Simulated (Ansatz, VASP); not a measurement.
Al: VASP beside Ansatz

```
Al
1.0
    -1.59437    1.59437    1.46682
     1.59437   -1.59437    1.46682
     1.59437    1.59437   -1.46682
Al
1
Direct
  0.00000 0.00000 0.00000
```

Change from the starting cell: strain +0.000 along x and y, -0.080 along z, atoms carried along.

Alike in both runs: task single point; functional r2SCAN; k mesh 26 × 26 × 26; occupations gaussian, width 0.15 eV; no spin polarisation.

|  | VASP | Ansatz |
| --- | --- | --- |
| version | VASP 6.6.1 | Ansatz 0.2.0 |
| potentials or method | VASP PAW PBE potentials, release 64 (Al), cutoff 520 eV | scalar-relativistic, plane waves, PAW |
| valence electrons in the cell | 3 | 3 |

```tsv
	VASP	Ansatz	Ansatz less VASP
gap on the k mesh at the Fermi level (eV)	none	none	-
pressure (GPa)	7.9	8.3	+0.38
traceless stress, the component that is largest in VASP (GPa)	-1.22	-1.22	0.000
```

VASP's potentials were made for PBE, not for r2SCAN. A gap of «none» marks a metal or a gap that the smearing closes. The functional is the same, so the differences come from potentials, cutoffs and numerics.
